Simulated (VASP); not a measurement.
# TmHOs (P-6m2) in VASP: further runs

TmHOs is run at these levels: PBE; tasks: single point.

Everything below comes from runs of VASP 6.6.1. Logs are shortened: lines on timing, memory, paths and dates and some standing lists are left out, and cuts for length are marked.

### 1 The cell of the first run

Symmetry: P-6m2, No. 187, hexagonal system. Conventional cell: a = 3.271 Å, b = 3.271 Å, c = 4.532 Å, α = 90.00°, β = 90.00°, γ = 120.00°. Within 3.9 Å of Tm (site symmetry -6m2) lie 6 H at 2.95 Å and 6 Os at 2.95 Å and 6 Tm at 3.27 Å. H (site symmetry -6m2) has 3 Os at 1.89 Å within 2.5 Å. Os (site symmetry -6m2) has 3 H at 1.89 Å within 2.5 Å.

The cell was built from a structure type or drawn by symmetry, and may not be a known phase.

### 2 Single point, PBE

INCAR

```
SYSTEM = TmHOs
PREC = Accurate
ENCUT = 600
EDIFF = 1E-6
ISMEAR = 0
SIGMA = 0.2
LREAL = .False.
LASPH = .True.
NELM = 200
ALGO = Normal
ISIF = 2
LWAVE = .False.
LCHARG = .True.
GGA = PE
LELF = .True.
LVHAR = .True.
NBANDS = 16
GGA_COMPAT = .False.
LMAXMIX = 6
```

KPOINTS

```
Automatic mesh
0
Gamma
  6 6 5
  0 0 0
```

POSCAR

```
TmHOs
1.0
    3.2707696104      0.0000000000      0.0000000000
   -1.6353848052      2.8325695726      0.0000000000
    0.0000000000      0.0000000000      4.5324378134
Tm H Os
1 1 1
Direct
    0.6666666667      0.3333333333      0.0000000000
    0.3333333333      0.6666666667      0.5000000000
    0.0000000000      0.0000000000      0.5000000000
```

Potentials or basis: VASP PAW PBE potentials, release 64 (Tm_3, H, Os), 4f in core.

Run with:

```console
$ cat potpaw_PBE.64/Tm_3/POTCAR potpaw_PBE.64/H/POTCAR potpaw_PBE.64/Os/POTCAR > POTCAR
$ mpirun -np 1 vasp_std > vasp.out
```

OUTCAR:

```text
SYSTEM = TmHOs
   PREC = Accurate
   ENCUT = 600
   EDIFF = 1E-6
   ISMEAR = 0
   LREAL = .False.
   LASPH = .True.
   NELM = 200
   ISIF = 2
   GGA = PE

 ion  position               nearest neighbor table
   1  0.667  0.333  0.000-   3 2.95   3 2.95   3 2.95   3 2.95   3 2.95   3 2.95
   2  0.333  0.667  0.500-   3 1.89   3 1.89   3 1.89
   3  0.000  0.000  0.500-   2 1.89   2 1.89   2 1.89   1 2.95   1 2.95   1 2.95   1 2.95   1 2.95
                             1 2.95

  LATTYP: Found a hexagonal cell.
 ALAT       =     3.2707696104
 C/A-ratio  =     1.3857404688

  Lattice vectors:

 A1 = (   3.2707696104,   0.0000000000,   0.0000000000)
 A2 = (  -1.6353848052,   2.8325695726,   0.0000000000)
 A3 = (   0.0000000000,   0.0000000000,   4.5324378134)

Analysis of symmetry for initial positions (statically):
=====================================================================
 Subroutine PRICEL returns:
 Original cell was already a primitive cell.

 Routine SETGRP: Setting up the symmetry group for a
 hexagonal supercell.

 Subroutine GETGRP returns: Found 12 space group operations
 (whereof 12 operations were pure point group operations)
 out of a pool of 24 trial point group operations.

The static configuration has the point symmetry D_3h.

Analysis of symmetry for dynamics (positions and initial velocities):
=====================================================================
 Subroutine PRICEL returns:
 Original cell was already a primitive cell.

 Routine SETGRP: Setting up the symmetry group for a
 hexagonal supercell.

 Subroutine GETGRP returns: Found 12 space group operations
 (whereof 12 operations were pure point group operations)
 out of a pool of 24 trial point group operations.

The dynamic configuration has the point symmetry D_3h.

 Subroutine INISYM returns: Found 12 space group operations
 (whereof 12 operations are pure point group operations),
 and found     1 'primitive' translations

----------------------------------------------------------------------------------------

                                     Primitive cell

  volume of cell :      41.9916

  direct lattice vectors                    reciprocal lattice vectors
     3.270769610  0.000000000  0.000000000     0.305738441  0.176518171  0.000000000
    -1.635384805  2.832569573  0.000000000     0.000000000  0.353036342  0.000000000
     0.000000000  0.000000000  4.532437813     0.000000000  0.000000000  0.220631819

  length of vectors
     3.270769610  3.270769610  4.532437813     0.353036342  0.353036342  0.220631819

  position of ions in fractional coordinates (direct lattice)
     0.666666667  0.333333333  0.000000000
     0.333333333  0.666666667  0.500000000
     0.000000000  0.000000000  0.500000000

  ion indices of the primitive-cell ions
   primitive index   ion index
                 1           1
                 2           2
                 3           3

----------------------------------------------------------------------------------------

 KPOINTS: Automatic mesh

Automatic generation of k-mesh.
 Grid dimensions read from file:
 generate k-points for:    6    6    5

 Generating k-lattice:

  Cartesian coordinates                     Fractional coordinates (reciprocal lattice)
     0.050956407  0.029419695  0.000000000     0.166666667  0.000000000  0.000000000
     0.000000000  0.058839390  0.000000000     0.000000000  0.166666667  0.000000000
     0.000000000  0.000000000  0.044126364     0.000000000  0.000000000  0.200000000

  Length of vectors
     0.058839390  0.058839390  0.044126364

  Shift w.r.t. Gamma in fractional coordinates (k-lattice)
     0.000000000  0.000000000  0.000000000

 Subroutine IBZKPT returns following result:
 ===========================================

 Found     21 irreducible k-points:

 Following reciprocal coordinates:
            Coordinates               Weight
  0.000000  0.000000  0.000000      1.000000
  0.166667 -0.000000  0.000000      6.000000
  0.333333 -0.000000  0.000000      6.000000
  0.500000  0.000000  0.000000      3.000000
  0.166667  0.166667  0.000000      6.000000
  0.333333  0.166667  0.000000     12.000000
[... 13 lines left out ...]
  0.333333  0.166667  0.400000     24.000000
  0.333333  0.333333  0.400000      4.000000
   k-points           NKPTS =     21   k-points in BZ     NKDIM =     21   number of bands    NBANDS=     16
   number of dos      NEDOS =    301   number of ions     NIONS =      3
   total plane-waves  NPLWV =  28224
   dimension x,y,z NGX =    28 NGY =   28 NGZ =   36
   dimension x,y,z NGXF=    56 NGYF=   56 NGZF=   72
   ions per type =               1   1   1
   NGX,Y,Z   is equivalent  to a cutoff of  14.23, 14.23, 13.20 a.u.
   NGXF,Y,Z  is equivalent  to a cutoff of  28.46, 28.46, 26.41 a.u.
 SYSTEM =  TmHOs
   PREC   = accura    normal or accurate (medium, high low for compatibility)
   ISTART =      0    job   : 0-new  1-cont  2-samecut
   ICHARG =      2    charge: 1-file 2-atom 10-const
   ISPIN  =      1    spin polarized calculation?
   LNONCOLLINEAR =      F non collinear calculations
   LSORBIT =      F    spin-orbit coupling
   LASPH  =      T    aspherical Exc in radial PAW
   ENCUT  =  600.0 eV  44.10 Ry    6.64 a.u.   6.53  6.53  9.05*2*pi/ulx,y,z
   NELM   =    200;   NELMIN=  2; NELMDL= -5     # of ELM steps
   EDIFF  = 0.1E-05   stopping-criterion for ELM
   LREAL  =      F    real-space projection
[... 7 lines left out ...]
   TEBEG  =    0.0;   TEEND  =   0.0 temperature during run
   PSTRESS=    0.0 pullay stress
   NELECT =      18.0000    total number of electrons
   NUPDOWN=      -1.0000    fix difference up-down
   EMIN   =  10.00;   EMAX   =-10.00  energy-range for DOS
   EFERMI =   0.00;   METHOD = LEGACY
   ISMEAR =     0;   SIGMA  =   0.20  broadening in eV -4-tet -1-fermi 0-gaus
   EFERMI_NEDOS =   21; number of points for ismear=-14 and -15
   IALGO  =     38    algorithm
   IMIX   =      4    mixing-type and parameters
     AMIX     =   0.40;   BMIX     =  1.00
     AMIX_MAG =   1.60;   BMIX_MAG =  1.00
  volume/ion in A,a.u.               =      14.00        94.46
  Fermi-wavevector in a.u.,A,eV,Ry     =   1.234369  2.332618 20.730733  1.523666
  Thomas-Fermi vector in A             =   2.369061
   LORBIT       =      0    0 simple, 1 ext, 2 COOP (PROOUT), +10 PAW based schemes
   GGA     = PE    functional components
   LHFCALC =     F    Hartree Fock is set to
   AEXX    =    0.0000 exact exchange contribution
   IVDW    =     0    specifies the selected vdW correction
   LEPSILON=     F    determine dielectric tensor
   LRPA    =     F    only Hartree local field effects (RPA)
 non-spin polarized calculation
 Gauss-broadening in eV      SIGMA  =   0.20
  energy-cutoff  :      600.00
  volume of cell :       41.99
 maximum number of plane-waves:      1428
 NGX is ok and might be reduce to    28
   NGX = 13   NGY = 13   NGZ = 19

 number of electron      18.0000000 magnetization

 Free energy of the ion-electron system (eV)
  ---------------------------------------------------
  ext. energy  EPLUGINS =         0.00000000
  ---------------------------------------------------
  free energy    TOTEN  =       -18.73797420 eV

  energy without entropy =      -18.69907953  energy(sigma->0) =      -18.71852687

 E-fermi :   5.4279     XC(G=0): -11.8116

 val. band max:        5.3067705151   @ k =   0.3333   0.1667   0.4000
 cond. band min:       5.4554533737   @ k =   0.5000   0.0000   0.2000
 fundamental gap:      0.1486828586
 Fermi energy:         5.4279161540

 k-point     1 :       0.0000    0.0000    0.0000
  band No.  band energies     occupation
      1     -19.4413      2.00000
      2     -19.1178      2.00000
      3     -19.1178      2.00000
      4      -4.4847      2.00000
      5       0.5282      2.00000
      6       3.1140      2.00000
[... 8 lines left out ...]
     15      11.2180      0.00000
     16      11.2180      0.00000

 k-point     2 :       0.1667   -0.0000    0.0000
  band No.  band energies     occupation
      1     -19.4151      2.00000
      2     -19.3404      2.00000
      3     -19.1661      2.00000
      4      -3.8391      2.00000
      5       1.0527      2.00000
      6       2.3568      2.00000
[... 8 lines left out ...]
     15      11.4763      0.00000
     16      12.9015      0.00000

 k-point     3 :       0.3333   -0.0000    0.0000
  band No.  band energies     occupation
      1     -19.7583      2.00000
      2     -19.3619      2.00000
      3     -19.2609      2.00000
      4      -2.4495      2.00000
      5       1.2334      2.00000
      6       2.4534      2.00000
[... 8 lines left out ...]
     15      11.8870      0.00000
     16      14.3952      0.00000

 k-point     4 :       0.5000    0.0000    0.0000
  band No.  band energies     occupation
      1     -19.9555      2.00000
      2     -19.3348      2.00000
      3     -19.3075      2.00000
      4      -1.8513      2.00000
      5       1.5694      2.00000
      6       2.2262      2.00000
[... 8 lines left out ...]
     15      13.0340      0.00000
     16      13.3065      0.00000
[... 267 lines left out ...]
 k-point    19 :       0.1667    0.1667    0.4000
  band No.  band energies     occupation
      1     -19.6055      2.00000
      2     -19.4046      2.00000
      3     -19.2836      2.00000
      4      -2.5197      2.00000
      5       1.7095      2.00000
      6       2.3110      2.00000
[... 8 lines left out ...]
     15      11.3655      0.00000
     16      13.6656      0.00000

 k-point    20 :       0.3333    0.1667    0.4000
  band No.  band energies     occupation
      1     -19.8374      2.00000
      2     -19.4250      2.00000
      3     -19.3417      2.00000
      4      -1.8515      2.00000
      5       1.7868      2.00000
      6       2.7226      2.00000
[... 8 lines left out ...]
     15      12.5846      0.00000
     16      13.5551      0.00000

 k-point    21 :       0.3333    0.3333    0.4000
  band No.  band energies     occupation
      1     -19.7023      2.00000
      2     -19.6915      2.00000
      3     -19.3212      2.00000
      4      -1.5007      2.00000
      5       2.5393      2.00000
      6       2.6702      2.00000
[... 8 lines left out ...]
     15      11.3999      0.00000
     16      14.0507      0.00000

------------------------ aborting loop because EDIFF is reached ----------------------------------------

  FORCE on cell =-STRESS in cart. coord.  units (eV):
  Direction    XX          YY          ZZ          XY          YZ          ZX
  --------------------------------------------------------------------------------------
  -------------------------------------------------------------------------------------
  Total        0.2279224      0.2279224      0.1923577      0.0000000      0.0000000     -0.0000000
  in kB        8.6963151      8.6963151      7.3393536      0.0000000      0.0000000     -0.0000000
  external PRESSURE =       8.2439946 kB  Pullay stress =       0.0000000 kB

 VOLUME and BASIS-vectors are now :
 -----------------------------------------------------------------------------
  energy-cutoff  :      600.00
  volume of cell :       41.99
      direct lattice vectors                 reciprocal lattice vectors
     3.270769610  0.000000000  0.000000000     0.305738441  0.176518171  0.000000000
    -1.635384805  2.832569573  0.000000000     0.000000000  0.353036342  0.000000000
     0.000000000  0.000000000  4.532437813     0.000000000  0.000000000  0.220631819

 POSITION                                       TOTAL-FORCE (eV/Angst)
 -----------------------------------------------------------------------------------
      1.63538      0.94419      0.00000         0.000000     -0.000000      0.000000
     -0.00000      1.88838      2.26622         0.000000      0.000000      0.000000
      0.00000      0.00000      2.26622        -0.000000     -0.000000      0.000000
 -----------------------------------------------------------------------------------
    total drift:                               -0.000000      0.000000      0.000000

  FREE ENERGIE OF THE ION-ELECTRON SYSTEM (eV)
  ---------------------------------------------------
  free  energy   TOTEN  =       -18.7379742010 eV

  energy  without entropy=      -18.6990795328  energy(sigma->0) =      -18.71852687
```

Wall time 16 s (1 thread of Intel Xeon Platinum 8488C (Sapphire Rapids), shared host); peak memory 0.18 GiB.

What came out:

| Property | Result |
| --- | --- |
| Free energy | -18.7380 eV |
| Pressure | 0.8 GPa |
| Band gap on the k mesh | zero (bands 9 and 10 overlap by 2.01 eV) |

Caveat: the k points lie up to 0.37 Å⁻¹ apart, too coarse for converged energies and pressures of a metal; spin-orbit coupling is left out, which moves the levels of the heavy elements; the 4f electrons are frozen in the core, so they carry no moment and show no levels. Spin polarisation is off, so any magnetic state and its effect on volume and gap are missing.

### 3 Single point, PBE

INCAR

```
SYSTEM = TmHOs
PREC = Accurate
ENCUT = 600
EDIFF = 1E-6
ISMEAR = 0
SIGMA = 0.2
LREAL = .FALSE.
LASPH = .TRUE.
NELM = 200
ALGO = Normal
ISIF = 2
LWAVE = .FALSE.
LCHARG = .TRUE.
GGA = PE
LELF = .TRUE.
LVHAR = .TRUE.
NBANDS = 16
GGA_COMPAT = .FALSE.
LMAXMIX = 6
```

KPOINTS

```
Automatic mesh
0
G
  6 6 6
  0 0 0
```

POSCAR

```
TmHOs
1.0
    3.2719288869      0.0000000000      0.0000000000
   -1.6359644434      2.8335735354      0.0000000000
    0.0000000000      0.0000000000      4.5245453581
Tm H Os
1 1 1
Direct
    0.6666666667      0.3333333333      0.0000000000
    0.0000000000      0.0000000000      0.5000000000
    0.3333333333      0.6666666667      0.5000000000
```

Potentials or basis: VASP PAW PBE potentials, release 64 (Tm_3, H, Os), 4f in core.

Run with:

```console
$ cat potpaw_PBE.64/Tm_3/POTCAR potpaw_PBE.64/H/POTCAR potpaw_PBE.64/Os/POTCAR > POTCAR
$ mpirun -np 1 vasp_std > vasp.out
```

OUTCAR:

```text
SYSTEM = TmHOs
   PREC = Accurate
   ENCUT = 600
   EDIFF = 1E-6
   ISMEAR = 0
   LREAL = .FALSE.
   LASPH = .TRUE.
   NELM = 200
   ISIF = 2
   GGA = PE

 ion  position               nearest neighbor table
   1  0.667  0.333  0.000-   3 2.95   3 2.95   3 2.95   3 2.95   3 2.95   3 2.95
   2  0.000  0.000  0.500-   3 1.89   3 1.89   3 1.89
   3  0.333  0.667  0.500-   2 1.89   2 1.89   2 1.89   1 2.95   1 2.95   1 2.95   1 2.95   1 2.95
                             1 2.95

  LATTYP: Found a hexagonal cell.
 ALAT       =     3.2719288869
 C/A-ratio  =     1.3828373154

[... 649 lines left out ...]

  FORCE on cell =-STRESS in cart. coord.  units (eV):
  Direction    XX          YY          ZZ          XY          YZ          ZX
  --------------------------------------------------------------------------------------
  -------------------------------------------------------------------------------------
  Total        0.3169060      0.3169060      0.2115496      0.0000000      0.0000000      0.0000000
  in kB       12.1039660     12.1039660      8.0799667      0.0000000      0.0000000      0.0000000
  external PRESSURE =      10.7626329 kB  Pullay stress =       0.0000000 kB

 VOLUME and BASIS-vectors are now :
 -----------------------------------------------------------------------------
  energy-cutoff  :      600.00
  volume of cell :       41.95
      direct lattice vectors                 reciprocal lattice vectors
     3.271928887  0.000000000  0.000000000     0.305630114  0.176455629  0.000000000
    -1.635964443  2.833573535  0.000000000     0.000000000  0.352911258  0.000000000
     0.000000000  0.000000000  4.524545358     0.000000000  0.000000000  0.221016681

 POSITION                                       TOTAL-FORCE (eV/Angst)
 -----------------------------------------------------------------------------------
      1.63596      0.94452      0.00000        -0.000000      0.000000      0.000000
      0.00000      0.00000      2.26227        -0.000000      0.000000      0.000000
     -0.00000      1.88905      2.26227         0.000000     -0.000000      0.000000
 -----------------------------------------------------------------------------------
    total drift:                                0.000000     -0.000000     -0.000000

  FREE ENERGIE OF THE ION-ELECTRON SYSTEM (eV)
  ---------------------------------------------------
  free  energy   TOTEN  =       -18.7481240495 eV

  energy  without entropy=      -18.7174001421  energy(sigma->0) =      -18.73276210
```

OSZICAR:

```text
N       E                     dE             d eps       ncg     rms          rms(c)
DAV:   1     0.974030729889E+02    0.97403E+02   -0.85867E+03   896   0.123E+03
DAV:   2    -0.112851662384E+02   -0.10869E+03   -0.10110E+03   912   0.349E+02
DAV:   3    -0.193608013084E+02   -0.80756E+01   -0.72573E+01  1392   0.663E+01
DAV:   4    -0.195647859768E+02   -0.20398E+00   -0.20371E+00   960   0.116E+01
DAV:   5    -0.195698062391E+02   -0.50203E-02   -0.50198E-02  1312   0.181E+00    0.318E+01
DAV:   6    -0.192002545242E+02    0.36955E+00   -0.67949E+00  1472   0.136E+01    0.111E+01
DAV:   7    -0.190055649526E+02    0.19469E+00   -0.49013E+00  1440   0.121E+01    0.129E+01
DAV:   8    -0.187513458875E+02    0.25422E+00   -0.76133E-01  1392   0.572E+00    0.194E+00
DAV:   9    -0.187494745984E+02    0.18713E-02   -0.39954E-02  1192   0.124E+00    0.535E-01
DAV:  10    -0.187481570655E+02    0.13175E-02   -0.47321E-03  1384   0.548E-01    0.222E-01
DAV:  11    -0.187481258513E+02    0.31214E-04   -0.40015E-04  1080   0.152E-01    0.509E-02
DAV:  12    -0.187481244063E+02    0.14450E-05   -0.33510E-05  1216   0.408E-02    0.337E-02
DAV:  13    -0.187481240495E+02    0.35682E-06   -0.29987E-06  1096   0.138E-02
   1 F= -.18748124E+02 E0= -.18732762E+02  d E =-.307239E-01
```

It took 17 s on 1 thread of Intel Xeon Platinum 8488C (Sapphire Rapids), shared host; peak memory 0.19 GiB.

Results:

| Quantity | Value |
| --- | --- |
| Free energy | -18.7481 eV |
| Pressure | 1.1 GPa |
| Band gap on the k mesh | zero (bands 9 and 10 overlap by 2.05 eV) |

Caveat: the k points lie up to 0.37 Å⁻¹ apart, too coarse for converged energies and pressures of a metal; spin-orbit coupling is left out, which moves the levels of the heavy elements; the 4f electrons are frozen in the core, so they carry no moment and show no levels.
